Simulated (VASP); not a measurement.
**SiO2: single point with PBE**

SiO2:

```
CELL_PARAMETERS angstrom
4.17230 0.00000 0.00000
0.00000 4.17230 0.00000
0.00000 0.00000 2.85120
ATOMIC_POSITIONS crystal
Si 0.50000 0.50000 0.50000
Si 0.00000 0.00000 0.00000
O 0.69301 0.69301 0.00000
O 0.19301 0.80699 0.50000
O 0.30699 0.30699 0.00000
O 0.80699 0.19301 0.50000
```

```
Program             : VASP 6.6.1
Task                : single point
Functional          : PBE
Potentials or basis : VASP PAW PBE potentials, release 64 (Si, O)
Cutoff              : 520 eV
k mesh              : 6 × 6 × 8
Occupations         : gaussian, width 0.05 eV
Spin                : no spin polarisation
```

The pressure is -10.0 GPa, the largest force is 0.386 eV/Å and the band gap on the k mesh is 4.24 eV, direct.

Forces in eV/Å, atoms in the order of the input:
```
Si   0.000  0.000  0.000
Si   0.000  0.000  0.000
O    0.273  0.273  0.000
O    0.273 -0.273  0.000
O   -0.273 -0.273  0.000
O   -0.273  0.273  0.000
```

Stress tensor (GPa, compression positive):
```
 -0.39   0.00   0.00
  0.00  -0.39   0.00
  0.00   0.00 -29.18
```

Levels at points of the mesh, in eV from the valence-band top:
```tsv
k point	band 14	band 15	band 16	band 17	band 18	band 19
(0.00, 0.00, 0.00)	-0.74	-0.74	0.00	4.24	5.50	7.15
(0.50, 0.00, 0.00)	-2.73	-0.93	-0.93	6.42	6.42	7.81
(0.50, 0.50, 0.00)	-2.65	-1.83	-1.83	6.10	6.10	8.82
(0.00, 0.00, 0.50)	-2.91	-2.39	-2.39	8.37	8.37	11.91
(0.50, 0.00, 0.50)	-1.96	-1.53	-1.53	8.26	8.26	9.75
(0.50, 0.50, 0.50)	-1.47	-1.33	-1.33	6.66	6.66	10.77
```

Run time: 45 s on 1 thread of Intel(R) Xeon(R) Platinum 8375C CPU @ 2.90GHz (Ice Lake), on a shared host, peak memory 0.19 GiB.

A k mesh can miss the band edges.
